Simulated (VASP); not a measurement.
Wanted: the native input for a VASP 6.6.1 run.

```
Task                   : single point
Functional             : PBE
Potentials or basis    : VASP PAW PBE potentials, release 64 (C, O)
Cutoff                 : 520 eV
k mesh                 : 6 × 6 × 4
Occupations            : gaussian, width 0.01 eV
Spin                   : no spin polarisation
Dipole correction      : no
Further INCAR settings : ALGO = Normal; EDIFF = 1e-07; NBANDS = 25
```

The structure of CO2 lies in POSCAR:

```
CO2
1.0
    2.6429049853     -2.3798751837      0.0000000000
    2.6429049853      2.3798751837      0.0000000000
    0.0000000000      0.0000000000      6.4270279489
C O
2 4
Direct
    0.0000000000      0.0000000000      0.0000000000
    0.5000000000      0.5000000000      0.5000000000
    0.8037318635      0.1962681365      0.8928652631
    0.1962681365      0.8037318635      0.1071347369
    0.6962681365      0.3037318635      0.3928652631
    0.3037318635      0.6962681365      0.6071347369
```

The input as run:

INCAR

```
SYSTEM = CO2
  PREC = Accurate
  ENCUT = 520
  EDIFF = 1E-7
  ISMEAR = 0
  SIGMA = 0.01
  LREAL = .FALSE.
  LASPH = .TRUE.
  NELM = 100
  ALGO = Normal
  ISIF = 2
  LWAVE = .FALSE.
  LCHARG = .FALSE.
  GGA = PE
  NBANDS = 25
```

KPOINTS

```
regular mesh
0
G
  6 6 4
  0 0 0
```

Potentials or basis: VASP PAW PBE potentials, release 64 (C, O).

Command:

```sh
$ cat potpaw_PBE.64/C/POTCAR potpaw_PBE.64/O/POTCAR > POTCAR
$ mpirun -np 1 vasp_std > vasp.out
```

Results of the run:

The pressure is 6.7 GPa and the largest force is 1.438 eV/Å. The band gap on the k mesh is 6.68 eV (least direct gap 7.24 eV).

Caveat: the cell stands under pressure; this functional lacks dispersion, which holds the molecules together, so the pressure and a relaxed volume are unreliable; forces of over 1 eV/Å act on the atoms, so gaps and moduli don't describe the material at rest.

Wall time 78 s on 1 thread of Intel(R) Xeon(R) Platinum 8259CL CPU @ 2.50GHz (Skylake/Cascade Lake), with other jobs on the host, peak memory 0.21 GiB.
